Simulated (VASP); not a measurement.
A run of VASP 6.6.1 is set up as follows.

File INCAR:

```
PREC = Accurate ; ENCUT = 520
EDIFF = 1E-6 ; ISMEAR = 0
SIGMA = 0.15 ; LREAL = F
LASPH = T ; NELM = 100
ALGO = Fast ; ISIF = 2
LWAVE = F ; LCHARG = F
GGA = PS ; NBANDS = 19
```

The input KPOINTS:

```
Automatic mesh
0
Gamma
  18 18 8
```

The input POSCAR:

```
Cd
1.0
    3.0831330459      0.0000000000      0.0000000000
   -1.5415665229      2.6700715410      0.0000000000
    0.0000000000      0.0000000000      5.6176500000
Cd
2
Direct
    0.3333333333      0.6666666667      0.2500000000
    0.6666666667      0.3333333333      0.7500000000
```

Potentials or basis: VASP PAW PBE potentials, release 64 (Cd).

Run with:

```bash
$ cat potpaw_PBE.64/Cd/POTCAR > POTCAR
$ mpirun -np 1 vasp_std > vasp.out
```

Q: Predict the pressure.

A: -4.3 GPa.

Q: What does it give for the band gap on the k mesh?

A: Zero (band 12 reaches 3.53 eV, above the bottom of band 13 at -0.33 eV).

Stress tensor (GPa, compression positive):
```
-4.83  0.00  0.00
 0.00 -4.83  0.00
 0.00  0.00 -3.32
```

Caveat: the cell differs from its parent crystal (strain +0.0350 x Voigt [1, 1, 0, 0, 0, 0]); the PAW data sets were made with another functional, which shifts forces and pressure a little.
